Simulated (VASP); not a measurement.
# Mg2ZnS3 (I-4m2) in VASP: a series of runs, part 2 of 2

VASP 6.6.1. Earlier steps stand in the parts before.

### Step 3. Relaxation of cell and atoms, PBE

This run uses another cell than the first one, of 19.91 Å³/atom.

INCAR

```
ALGO = Normal
EDIFF = 1E-6
EDIFFG = -0.04
ENCUT = 600
GGA = PE
IBRION = 2
ISIF = 3
ISMEAR = 0
LASPH = T
LCHARG = F
LREAL = F
LWAVE = F
NELM = 60
NSW = 90
PREC = Accurate
SIGMA = 0.1
```

KPOINTS

```
k-points
0
Gamma
  6 6 6
```

POSCAR

```
Mg2ZnS3
1.0
   -1.9166031400      1.9166031400      8.1314584500
    1.9166031400     -1.9166031400      8.1314584500
    1.9166031400      1.9166031400     -8.1314584500
Mg Zn S
2 1 3
Direct
    0.4166666700      0.9166666700      0.5000000000
    0.0833333300      0.5833333300      0.5000000000
    0.7500000000      0.2500000000      0.5000000000
    0.0000000000      0.0000000000      0.0000000000
    0.6666666700      0.6666666700      0.0000000000
    0.3333333300      0.3333333300      0.0000000000
```

Potentials or basis: VASP PAW PBE potentials, release 64 (Mg, Zn, S).

Run with:

```
cat potpaw_PBE.64/Mg/POTCAR potpaw_PBE.64/Zn/POTCAR potpaw_PBE.64/S/POTCAR > POTCAR
mpirun -np 1 vasp_std > vasp.out
```

OUTCAR:

```text
EDIFF = 1E-6
   EDIFFG = -0.04
   ENCUT = 600
   GGA = PE
   IBRION = 2
   ISIF = 3
   ISMEAR = 0
   LASPH = T
   LREAL = F
   NELM = 60
   NSW = 90
   PREC = Accurate

 ion  position               nearest neighbor table
   1  0.417  0.917  0.500-   4 2.35   4 2.35   6 2.35   6 2.35
   2  0.083  0.583  0.500-   4 2.35   4 2.35   5 2.35   5 2.35
   3  0.750  0.250  0.500-   6 2.35   5 2.35   6 2.35   5 2.35
   4  0.000  0.000  0.000-   2 2.35   1 2.35   2 2.35   1 2.35
   5  0.667  0.667  0.000-   3 2.35   3 2.35   2 2.35   2 2.35
   6  0.333  0.333  0.000-   3 2.35   3 2.35   1 2.35   1 2.35

  LATTYP: Found a body centered tetragonal cell.
 ALAT       =     3.8332062800
 C/A-ratio  =     4.2426406804

  Lattice vectors:

 A1 = (  -1.9166031400,   1.9166031400,   8.1314584500)
 A2 = (   1.9166031400,  -1.9166031400,   8.1314584500)
 A3 = (   1.9166031400,   1.9166031400,  -8.1314584500)

Analysis of symmetry for initial positions (statically):
=====================================================================
 Subroutine PRICEL returns:
 Original cell was already a primitive cell.

[... 185 lines left out ...]
  --------------------------------------------------------------------------------------
  -------------------------------------------------------------------------------------
  Total        5.8521068      5.8521068      5.7184478      0.0000000     -0.0000000      0.0000000
  in kB       78.4747597     78.4747597     76.6824377      0.0000000     -0.0000000      0.0000000
  external PRESSURE =      77.8773190 kB  Pullay stress =       0.0000000 kB
[... 267 lines left out ...]
--------------------------------------- Ionic step        8  -------------------------------------------

 number of electron      33.9999993 magnetization

 Free energy of the ion-electron system (eV)
  ---------------------------------------------------
  ext. energy  EPLUGINS =         0.00000000
  ---------------------------------------------------
  free energy    TOTEN  =       -23.74477390 eV

  energy without entropy =      -23.74477390  energy(sigma->0) =      -23.74477390

 E-fermi :   1.7560     XC(G=0):  -8.6945

 val. band max:        1.2970369892   @ k =   0.0000   0.0000   0.0000
 cond. band min:       4.0749272545   @ k =   0.0000   0.0000   0.0000
 fundamental gap:      2.7778902652
 Fermi energy:         1.7560285105

 k-point     1 :       0.0000    0.0000    0.0000
  band No.  band energies     occupation
      1     -10.5625      2.00000
      2      -9.8303      2.00000
      3      -9.7735      2.00000
      4      -4.2345      2.00000
      5      -4.2345      2.00000
      6      -4.1410      2.00000
[... 565 lines left out ...]
     20       6.3279      0.00000
     21       7.0896      0.00000

 [... further k-points ...]

------------------------ aborting loop because EDIFF is reached ----------------------------------------

  FORCE on cell =-STRESS in cart. coord.  units (eV):
  Direction    XX          YY          ZZ          XY          YZ          ZX
  --------------------------------------------------------------------------------------
  -------------------------------------------------------------------------------------
  Total       -0.0474937     -0.0474937      0.0275706      0.0000000      0.0000000      0.0000000
  in kB       -0.5739774     -0.5739774      0.3332003      0.0000000      0.0000000      0.0000000
  external PRESSURE =      -0.2715848 kB  Pullay stress =       0.0000000 kB
[... 21 lines left out ...]
  FREE ENERGIE OF THE ION-ELECTRON SYSTEM (eV)
  ---------------------------------------------------
  free  energy   TOTEN  =       -23.7447739039 eV

  energy  without entropy=      -23.7447739039  energy(sigma->0) =      -23.74477390

 reached required accuracy - stopping structural energy minimisation
```

CONTCAR:

```text
Mg2ZnS3
   1.00000000000000
    -1.9840682960148077    1.9840682960148077    8.4193479715145489
     1.9840682960148077   -1.9840682960148077    8.4193479715145489
     1.9840682960148077    1.9840682960148077   -8.4193479715145489
  Mg              Zn              S
     2     1     3
Direct
     0.4140519319968016    0.9140519319968018    0.5000000000000000
     0.0859480680031983    0.5859480680031982    0.5000000000000000
     0.7500000000000000    0.2500000000000000    0.5000000000000000
     0.0000000000000000    0.0000000000000000    1.0000000000000000
     0.6717915337321404    0.6717915337321404    0.0000000000000000
     0.3282084662678596    0.3282084662678596    0.0000000000000000

  0.00000000E+00  0.00000000E+00  0.00000000E+00
  0.00000000E+00  0.00000000E+00  0.00000000E+00
  0.00000000E+00  0.00000000E+00  0.00000000E+00
  0.00000000E+00  0.00000000E+00  0.00000000E+00
  0.00000000E+00  0.00000000E+00  0.00000000E+00
  0.00000000E+00  0.00000000E+00  0.00000000E+00
```

Wall time 19 min (1 thread of Intel Xeon 6975P-C (Granite Rapids), shared host); peak memory 0.83 GiB.

What came out:

| Item | Value |
| --- | --- |
| Free energy | -23.7448 eV |
| Relaxed volume | 22.10 Å³/atom |
| Relaxed cell | a = 8.875 Å, b = 8.875 Å, c = 8.875 Å, α = 154.16°, β = 154.16°, γ = 36.86° |
| Space group after relaxing (to 0.1 Å) | I-4m2 (No. 119) |
| Energy gained by relaxing | 58.6 meV/atom |
| Ionic steps | 8 |
| Pressure after relaxing | 0.0 GPa |
| Largest force after relaxing | 0.017 eV/Å |
| Band gap on the k mesh | 2.78 eV |

Forces on the atoms (eV/Å):
```
Mg   0.000  0.000 -0.017
Mg   0.000  0.000  0.017
Zn   0.000  0.000  0.000
S    0.000  0.000  0.000
S    0.000  0.000 -0.013
S    0.000  0.000  0.013
```

Stress tensor (GPa, compression positive):
```
-0.06  0.00  0.00
 0.00 -0.06  0.00
 0.00  0.00  0.03
```

The path:
| step | energy change (eV) | largest force (eV/Å) | pressure (GPa) | volume (Å³) |
| --- | --- | --- | --- | --- |
| 1 | 0.0000 | 0.7625 | 7.79 | 119.48 |
| 2 | -0.3032 | 0.2570 | -1.83 | 137.01 |
| 3 | -0.3237 | 0.3458 | -0.20 | 133.07 |
| 4 | -0.3237 | 0.3393 | -0.32 | 133.35 |
| 5 | -0.3366 | 0.2173 | -0.19 | 133.09 |
| 6 | -0.3486 | 0.1512 | -0.05 | 132.61 |
| 7 | -0.3492 | 0.1453 | 0.04 | 132.47 |
| 8 | -0.3513 | 0.0170 | -0.03 | 132.57 |

Final structure:
```cif
data_structure
_symmetry_space_group_name_H-M 'P 1'
_symmetry_Int_Tables_number 1
_cell_length_a 8.8746
_cell_length_b 8.8746
_cell_length_c 8.8746
_cell_angle_alpha 154.163
_cell_angle_beta 154.163
_cell_angle_gamma 36.863
_cell_volume 132.57
loop_
_atom_site_label
_atom_site_type_symbol
_atom_site_fract_x
_atom_site_fract_y
_atom_site_fract_z
_atom_site_occupancy
Mg1 Mg 0.41405 0.91405 0.50000 1
Mg2 Mg 0.08595 0.58595 0.50000 1
Zn1 Zn 0.75000 0.25000 0.50000 1
S1 S 0.00000 0.00000 0.00000 1
S2 S 0.67179 0.67179 0.00000 1
S3 S 0.32821 0.32821 0.00000 1
```

Levels at points of the mesh, in eV from the valence-band top:
```tsv
k point	band 14	band 15	band 16	band 17	band 18	band 19	band 20	band 21
(0.00, 0.00, 0.00)	-0.97	0.00	0.00	0.00	2.78	4.35	4.43	5.06
(0.50, 0.00, 0.00)	-0.60	-0.52	-0.50	-0.48	4.00	5.44	5.79	6.54
(0.50, 0.50, 0.00)	-1.71	-1.70	-1.41	-1.38	3.69	4.81	4.83	5.06
(0.50, 0.50, 0.50)	-0.67	-0.67	-0.19	-0.19	3.67	3.89	4.47	5.19
```

A k mesh can miss the band edges.
